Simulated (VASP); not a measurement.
# SiNi (Pmmn) in VASP: further runs

SiNi is run at these levels: PBE; tasks: single point.

All numbers are computed with VASP 6.6.1; they aren't measurements. Logs are shortened: lines on timing, memory, paths and dates and some standing lists are left out, and cuts for length are marked.

### 1 The cell of the first run

The structure is orthorhombic, space group Pmmn (No. 59). Conventional cell: a = 3.027 Å, b = 3.273 Å, c = 4.698 Å, α = 90.00°, β = 90.00°, γ = 90.00°. Si (site symmetry mm2) has 6 Ni at 2.34 to 2.40 Å and 6 Si at 2.68 to 3.03 Å within 3.1 Å. Within 3.1 Å of Ni (site symmetry mm2) lie 6 Si at 2.34 to 2.40 Å and 6 Ni at 2.67 to 3.03 Å.

### 2 Single point, PBE

Contents of INCAR:

```
  ALGO = Normal
  EDIFF = 1E-7
  ENCUT = 520
  GGA = PE
  ISIF = 2
  ISMEAR = 0
  LASPH = T
  LCHARG = T
  LELF = T
  LREAL = F
  LVHAR = T
  LWAVE = F
  NBANDS = 22
  NELM = 60
  PREC = Accurate
  SIGMA = 0.1
```

Contents of KPOINTS:

```
k-points
0
Gamma
  8 6 6
```

Contents of POSCAR:

```
SiNi
1.0
    3.0266200000      0.0000000000      0.0000000000
    0.0000000000      3.2735000000      0.0000000000
    0.0000000000      0.0000000000      4.6977600000
Si Ni
2 2
Direct
    0.5000000000      0.5000000000      0.8423000000
    0.0000000000      0.0000000000      0.1577000000
    0.5000000000      0.5000000000      0.3442200000
    0.0000000000      0.0000000000      0.6557800000
```

Potentials or basis: VASP PAW PBE potentials, release 64 (Si, Ni).

Launch:

```
> cat potpaw_PBE.64/Si/POTCAR potpaw_PBE.64/Ni/POTCAR > POTCAR
> mpirun -np 1 vasp_std > vasp.out
```

OUTCAR:

```text
EDIFF = 1E-7
   ENCUT = 520
   GGA = PE
   ISIF = 2
   ISMEAR = 0
   LASPH = T
   LREAL = F
   NELM = 60
   PREC = Accurate

 ion  position               nearest neighbor table
   1  0.500  0.500  0.842-   3 2.34   3 2.36   4 2.40   4 2.40   4 2.40   4 2.40   2 2.68   2 2.68
                             2 2.68   2 2.68
   2  0.000  0.000  0.158-   4 2.34   4 2.36   3 2.40   3 2.40   3 2.40   3 2.40   1 2.68   1 2.68
                             1 2.68   1 2.68
   3  0.500  0.500  0.344-   1 2.34   1 2.36   2 2.40   2 2.40   2 2.40   2 2.40   4 2.67   4 2.67
                             4 2.67   4 2.67
   4  0.000  0.000  0.656-   2 2.34   2 2.36   1 2.40   1 2.40   1 2.40   1 2.40   3 2.67   3 2.67
                             3 2.67   3 2.67

  LATTYP: Found a simple orthorhombic cell.
 ALAT       =     3.0266200000
 B/A-ratio  =     1.0815695396
 C/A-ratio  =     1.5521472798

  Lattice vectors:

 A1 = (   3.0266200000,   0.0000000000,   0.0000000000)
 A2 = (   0.0000000000,   3.2735000000,   0.0000000000)
 A3 = (   0.0000000000,   0.0000000000,   4.6977600000)

Analysis of symmetry for initial positions (statically):
=====================================================================
 Subroutine PRICEL returns:
 Original cell was already a primitive cell.

 Routine SETGRP: Setting up the symmetry group for a
 simple orthorhombic supercell.

 Subroutine GETGRP returns: Found  8 space group operations
 (whereof  4 operations were pure point group operations)
 out of a pool of  8 trial point group operations.

The static configuration has the point symmetry C_2v.
 The point group associated with its full space group is D_2h.

Analysis of symmetry for dynamics (positions and initial velocities):
=====================================================================
 Subroutine PRICEL returns:
 Original cell was already a primitive cell.

 Routine SETGRP: Setting up the symmetry group for a
 simple orthorhombic supercell.

 Subroutine GETGRP returns: Found  8 space group operations
 (whereof  4 operations were pure point group operations)
 out of a pool of  8 trial point group operations.

The dynamic configuration has the point symmetry C_2v.
 The point group associated with its full space group is D_2h.

 Subroutine INISYM returns: Found  8 space group operations
 (whereof  4 operations are pure point group operations),
 and found     1 'primitive' translations

----------------------------------------------------------------------------------------

                                     Primitive cell

  volume of cell :      46.5437

  direct lattice vectors                    reciprocal lattice vectors
     3.026620000  0.000000000  0.000000000     0.330401570  0.000000000  0.000000000
     0.000000000  3.273500000  0.000000000     0.000000000  0.305483428  0.000000000
     0.000000000  0.000000000  4.697760000     0.000000000  0.000000000  0.212867409

  length of vectors
     3.026620000  3.273500000  4.697760000     0.330401570  0.305483428  0.212867409

  position of ions in fractional coordinates (direct lattice)
     0.500000000  0.500000000  0.842300000
     0.000000000  0.000000000  0.157700000
     0.500000000  0.500000000  0.344220000
     0.000000000  0.000000000  0.655780000

  ion indices of the primitive-cell ions
   primitive index   ion index
                 1           1
                 2           2
                 3           3
                 4           4

----------------------------------------------------------------------------------------

 KPOINTS: k-points

Automatic generation of k-mesh.
 Grid dimensions read from file:
 generate k-points for:    8    6    6

 Generating k-lattice:

  Cartesian coordinates                     Fractional coordinates (reciprocal lattice)
     0.041300196  0.000000000  0.000000000     0.125000000  0.000000000  0.000000000
     0.000000000  0.050913905  0.000000000     0.000000000  0.166666667  0.000000000
     0.000000000  0.000000000  0.035477902     0.000000000  0.000000000  0.166666667

  Length of vectors
     0.041300196  0.050913905  0.035477902

  Shift w.r.t. Gamma in fractional coordinates (k-lattice)
     0.000000000  0.000000000  0.000000000

 Subroutine IBZKPT returns following result:
 ===========================================

 Found     80 irreducible k-points:

 Following reciprocal coordinates:
            Coordinates               Weight
  0.000000  0.000000  0.000000      1.000000
  0.125000  0.000000  0.000000      2.000000
  0.250000  0.000000  0.000000      2.000000
  0.375000  0.000000  0.000000      2.000000
  0.500000  0.000000  0.000000      1.000000
  0.000000  0.166667  0.000000      2.000000
[... 16 lines left out ...]
  0.250000  0.000000  0.166667      4.000000
  0.375000  0.000000  0.166667      4.000000
 [... further k-points ...]
   k-points           NKPTS =     80   k-points in BZ     NKDIM =     80   number of bands    NBANDS=     22
   number of dos      NEDOS =    301   number of ions     NIONS =      4
   total plane-waves  NPLWV =  20736
   dimension x,y,z NGX =    24 NGY =   24 NGZ =   36
   dimension x,y,z NGXF=    48 NGYF=   48 NGZF=   72
   ions per type =               2   2
   NGX,Y,Z   is equivalent  to a cutoff of  13.18, 12.19, 12.74 a.u.
   NGXF,Y,Z  is equivalent  to a cutoff of  26.37, 24.38, 25.48 a.u.
 SYSTEM =  unknown system
   PREC   = accura    normal or accurate (medium, high low for compatibility)
   ISTART =      0    job   : 0-new  1-cont  2-samecut
   ICHARG =      2    charge: 1-file 2-atom 10-const
   ISPIN  =      1    spin polarized calculation?
   LNONCOLLINEAR =      F non collinear calculations
   LSORBIT =      F    spin-orbit coupling
   LASPH  =      T    aspherical Exc in radial PAW
   ENCUT  =  520.0 eV  38.22 Ry    6.18 a.u.   5.63  6.09  8.73*2*pi/ulx,y,z
   NELM   =     60;   NELMIN=  2; NELMDL= -5     # of ELM steps
   EDIFF  = 0.1E-06   stopping-criterion for ELM
   LREAL  =      F    real-space projection
   EDIFFG = 0.1E-05   stopping-criterion for IOM
   NSW    =      0    number of steps for IOM
   IBRION =     -1    ionic relax: 0-MD 1-quasi-New 2-CG
   NFREE  =      0    steps in history (QN), initial steepest desc. (CG)
   ISIF   =      2    stress and relaxation
   ISYM   =      2    0-nonsym 1-usesym 2-fastsym
   POTIM  = 0.5000    time-step for ionic-motion
   TEBEG  =    0.0;   TEEND  =   0.0 temperature during run
   PSTRESS=    0.0 pullay stress
   NELECT =      28.0000    total number of electrons
   NUPDOWN=      -1.0000    fix difference up-down
   EMIN   =  10.00;   EMAX   =-10.00  energy-range for DOS
   EFERMI =   0.00;   METHOD = LEGACY
   ISMEAR =     0;   SIGMA  =   0.10  broadening in eV -4-tet -1-fermi 0-gaus
   EFERMI_NEDOS =   21; number of points for ismear=-14 and -15
   IALGO  =     38    algorithm
   IMIX   =      4    mixing-type and parameters
     AMIX     =   0.40;   BMIX     =  1.00
     AMIX_MAG =   1.60;   BMIX_MAG =  1.00
  volume/ion in A,a.u.               =      11.64        78.52
  Fermi-wavevector in a.u.,A,eV,Ry     =   1.381997  2.611596 25.985987  1.909916
  Thomas-Fermi vector in A             =   2.506729
   LORBIT       =      0    0 simple, 1 ext, 2 COOP (PROOUT), +10 PAW based schemes
   GGA     = PE    functional components
   LHFCALC =     F    Hartree Fock is set to
   AEXX    =    0.0000 exact exchange contribution
   IVDW    =     0    specifies the selected vdW correction
   LEPSILON=     F    determine dielectric tensor
   LRPA    =     F    only Hartree local field effects (RPA)
 non-spin polarized calculation
 Gauss-broadening in eV      SIGMA  =   0.10
  energy-cutoff  :      520.00
  volume of cell :       46.54
 maximum number of plane-waves:      1274
 NGX is ok and might be reduce to    24
   NGX = 11   NGY = 13   NGZ = 17

 number of electron      28.0000015 magnetization

 Free energy of the ion-electron system (eV)
  ---------------------------------------------------
  ext. energy  EPLUGINS =         0.00000000
  ---------------------------------------------------
  free energy    TOTEN  =       -23.61002981 eV

  energy without entropy =      -23.60280272  energy(sigma->0) =      -23.60641627

 E-fermi :  11.3068     XC(G=0): -12.4560

 val. band max:       11.2981218094   @ k =   0.3750   0.3333   0.0000
 cond. band min:      11.3551907797   @ k =   0.3750   0.5000   0.3333
 fundamental gap:      0.0570689703
 Fermi energy:        11.3068462599

 k-point     1 :       0.0000    0.0000    0.0000
  band No.  band energies     occupation
      1      -2.5522      2.00000
      2       3.1802      2.00000
      3       4.8345      2.00000
      4       7.1540      2.00000
      5       7.7583      2.00000
      6       8.3044      2.00000
[... 14 lines left out ...]
     21      19.4043      0.00000
     22      20.3524      0.00000

 k-point     2 :       0.1250    0.0000    0.0000
  band No.  band energies     occupation
      1      -2.3040      2.00000
      2       3.3563      2.00000
      3       5.0318      2.00000
      4       7.0223      2.00000
      5       7.8441      2.00000
      6       8.1714      2.00000
[... 14 lines left out ...]
     21      19.6788      0.00000
     22      20.4726      0.00000

 k-point     3 :       0.2500    0.0000    0.0000
  band No.  band energies     occupation
      1      -1.5665      2.00000
      2       3.7430      2.00000
      3       5.5808      2.00000
      4       5.9467      2.00000
      5       7.8289      2.00000
      6       7.9723      2.00000
[... 14 lines left out ...]
     21      20.4893      0.00000
     22      20.7754      0.00000
[... 476 lines left out ...]
 k-point    23 :       0.2500    0.0000    0.1667
  band No.  band energies     occupation
      1      -1.4249      2.00000
      2       3.1715      2.00000
      3       5.3710      2.00000
      4       6.4272      2.00000
      5       7.6202      2.00000
      6       7.6245      2.00000
[... 14 lines left out ...]
     21      19.6259      0.00000
     22      21.1703      0.00000

 k-point    24 :       0.3750    0.0000    0.1667
  band No.  band energies     occupation
      1      -0.2307      2.00000
      2       3.1214      2.00000
      3       4.6616      2.00000
      4       6.6683      2.00000
      5       7.0790      2.00000
      6       7.4933      2.00000
[... 14 lines left out ...]
     21      19.0595      0.00000
     22      20.3525      0.00000

 [... further k-points ...]

------------------------ aborting loop because EDIFF is reached ----------------------------------------

  FORCE on cell =-STRESS in cart. coord.  units (eV):
  Direction    XX          YY          ZZ          XY          YZ          ZX
  --------------------------------------------------------------------------------------
  -------------------------------------------------------------------------------------
  Total        0.3661330      0.3630173      0.4533754      0.0000000      0.0000000      0.0000000
  in kB       12.6034207     12.4961674     15.6065716      0.0000000      0.0000000      0.0000000
  external PRESSURE =      13.5687199 kB  Pullay stress =       0.0000000 kB

 VOLUME and BASIS-vectors are now :
 -----------------------------------------------------------------------------
  energy-cutoff  :      520.00
  volume of cell :       46.54
      direct lattice vectors                 reciprocal lattice vectors
     3.026620000  0.000000000  0.000000000     0.330401570  0.000000000  0.000000000
     0.000000000  3.273500000  0.000000000     0.000000000  0.305483428  0.000000000
     0.000000000  0.000000000  4.697760000     0.000000000  0.000000000  0.212867409

 POSITION                                       TOTAL-FORCE (eV/Angst)
 -----------------------------------------------------------------------------------
      1.51331      1.63675      3.95692         0.000000      0.000000      0.165511
      0.00000      0.00000      0.74084         0.000000      0.000000     -0.165511
      1.51331      1.63675      1.61706         0.000000      0.000000     -0.097512
      0.00000      0.00000      3.08070         0.000000      0.000000      0.097512
 -----------------------------------------------------------------------------------
    total drift:                                0.000000      0.000000      0.000000

  FREE ENERGIE OF THE ION-ELECTRON SYSTEM (eV)
  ---------------------------------------------------
  free  energy   TOTEN  =       -23.6100298097 eV

  energy  without entropy=      -23.6028027209  energy(sigma->0) =      -23.60641627
```

Run time: 2.2 min. Hardware: 1 thread of Intel Xeon 8259CL, shared host; peak memory 0.17 GiB.

What came out:

```yaml
Free_energy: -23.6100 eV
Pressure: 1.4 GPa
Largest_force: 0.166 eV/Å
Band_gap_on_the_k_mesh: zero (bands 14 and 15 overlap by 2.32 eV)
```

Forces on the atoms (eV/Å):
```
Si   0.000  0.000  0.166
Si   0.000  0.000 -0.166
Ni   0.000  0.000 -0.098
Ni   0.000  0.000  0.098
```

Spin polarisation is off, so any magnetic state and its effect on volume and gap are missing.

### 3 Single point, PBE

Contents of INCAR:

```
SYSTEM = SiNi
ALGO = Normal
EDIFF = 1E-6
ENCUT = 520
GGA = PE
ISIF = 2
ISMEAR = 0
LASPH = .True.
LCHARG = .True.
LELF = .True.
LREAL = .False.
LVHAR = .True.
LWAVE = .False.
NBANDS = 22
NELM = 60
PREC = Accurate
SIGMA = 0.1
```

Contents of KPOINTS:

```
k-points
0
Gamma
  10 10 6
  0 0 0
```

POSCAR is that of step 2.

Potentials or basis: VASP PAW PBE potentials, release 64 (Si, Ni).

Launch:

```
> cat potpaw_PBE.64/Si/POTCAR potpaw_PBE.64/Ni/POTCAR > POTCAR
> mpirun -np 1 vasp_std > vasp.out
```

Run time: 3.3 min. Hardware: 1 thread of Intel Xeon 8259CL, shared host; peak memory 0.22 GiB.

The run converged. Its results:

```
Free energy            : -23.6114 eV
Pressure               : 1.3 GPa
Largest force          : 0.122 eV/Å
Band gap on the k mesh : zero (bands 14 and 15 overlap by 2.31 eV)
```

Forces in eV/Å, atoms in the order of the input:
```
Si   0.000  0.000  0.066
Si   0.000  0.000 -0.066
Ni   0.000  0.000 -0.122
Ni   0.000  0.000  0.122
```

Stress tensor (GPa, compression positive):
```
0.94 0.00 0.00
0.00 1.57 0.00
0.00 0.00 1.37
```

Levels at points of the mesh, in eV from the Fermi level:
```tsv
k point	band 11	band 12	band 13	band 14	band 15	band 16	band 17	band 18
(0.00, 0.00, 0.00)	-2.33	-1.96	-1.96	-1.09	0.74	2.93	5.07	5.33
(0.50, 0.00, 0.00)	-2.48	-2.48	-1.65	-1.65	1.64	1.64	3.49	3.49
(0.00, 0.50, 0.00)	-2.23	-2.23	-2.07	-2.07	1.22	1.22	4.55	4.55
(0.50, 0.50, 0.00)	-1.99	-1.99	-1.64	-1.64	1.47	1.47	1.99	1.99
(0.00, 0.00, 0.50)	-2.67	-2.01	1.24	1.91	2.20	2.50	2.55	3.60
(0.50, 0.00, 0.50)	-2.14	-2.14	-1.47	-1.47	3.74	3.74	5.29	5.29
(0.00, 0.50, 0.50)	-1.99	-1.99	-1.92	-1.92	4.96	4.96	5.26	5.26
(0.50, 0.50, 0.50)	-2.01	-2.01	-1.59	-1.59	-0.39	-0.39	0.94	0.94
```

(Part 1 of 2 ends here.)
